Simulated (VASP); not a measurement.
A run of VASP 6.6.1 is set up as follows.

Contents of INCAR:

```
PREC = Accurate
ENCUT = 600
EDIFF = 1E-6
ISMEAR = 0
SIGMA = 0.02
LREAL = False
LASPH = True
NELM = 80
ALGO = Normal
ISIF = 3
LWAVE = False
LCHARG = False
GGA = PE
IBRION = 2
NSW = 80
EDIFFG = -0.01
```

File KPOINTS:

```
regular mesh
0
Gamma
  6 6 6
```

The input POSCAR:

```
KI
1.0
   -2.6625694861      2.6625694861      3.7702335166
    2.6625694861     -2.6625694861      3.7702335166
    2.6625694861      2.6625694861     -3.7702335166
K I
1 1
Direct
    0.2500000000      0.7500000000      0.5000000000
    0.0000000000      0.0000000000      0.0000000000
```

Potentials or basis: VASP PAW PBE potentials, release 64 (K_sv, I).

Command:

```console
$ cat potpaw_PBE.64/K_sv/POTCAR potpaw_PBE.64/I/POTCAR > POTCAR
$ mpirun -np 1 vasp_std > vasp.out
```

**Question.** Predict the relaxed volume.

**Answer.** 63.82 Å³/atom.

**Question.** Predict the band gap on the k mesh.

**Answer.** 3.89 eV, indirect (the least direct gap lies 2.4 meV higher).

**Question.** Estimate the space group after relaxing (to 0.05 Å).

**Answer.** F-43m (No. 216).

**Question.** What does it give for the relaxed cell?

**Answer.** a = 5.653 Å, b = 5.653 Å, c = 5.653 Å, α = 120.05°, β = 120.05°, γ = 89.92°.

Final structure:
```
K I
1.0
    -2.82447    2.82447    3.99994
     2.82447   -2.82447    3.99994
     2.82447    2.82447   -3.99994
K I
1 1
Direct
  0.25000 0.75000 0.50000
  0.00000 0.00000 0.00000
```

Caveat: the volume moved by over 15 % at a fixed basis, so the end points are rough; spin-orbit coupling is left out, which moves the levels of the heavy elements. A k mesh can miss the band edges.
